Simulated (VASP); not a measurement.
## C: relaxation of the atoms with PBE

C:

```
C
1.0
     0.00000    1.78337    1.78337
     1.78337    0.00000    1.78337
     1.78337    1.78337    0.00000
C
2
Direct
  0.00000 0.00000 0.00000
  0.25000 0.25000 0.25000
```

```yaml
Program: VASP 6.6.1
Task: relaxation of the atoms
Functional: PBE
Potentials_or_basis: VASP PAW PBE potentials, release 64 (C)
Cutoff: 520 eV
k_mesh: 13 × 13 × 13
Occupations: fermi-dirac, width 0.05 eV
Spin: no spin polarisation
Dipole_correction: no
Further_INCAR_settings: ALGO = Normal; EDIFF = 1e-07; IBRION = 2; EDIFFG = -0.02; NSW = 80
```

```yaml
Pressure_after_relaxing: 2.5 GPa
Band_gap_on_the_k_mesh: 4.14 eV, indirect (least direct gap 5.59 eV)
```

Final structure:
```
C
1.0
     0.00000    1.78337    1.78337
     1.78337    0.00000    1.78337
     1.78337    1.78337    0.00000
C
2
Direct
  0.00000 0.00000 0.00000
  0.25000 0.25000 0.25000
```

Levels at points of the mesh, in eV from the valence-band top:
| k point | band 1 | band 2 | band 3 | band 4 | band 5 | band 6 | band 7 | band 8 |
| --- | --- | --- | --- | --- | --- | --- | --- | --- |
| (0.00, 0.00, 0.00) | -21.48 | 0.00 | 0.00 | 0.00 | 5.59 | 5.59 | 5.59 | 13.33 |

It took 6.4 s on 1 thread of AMD EPYC 7R13 Processor (Zen 3), with other jobs on the host, peak memory 0.09 GiB.

Caveat: the relaxation stopped at its first step, so nothing moved. A k mesh can miss the band edges.
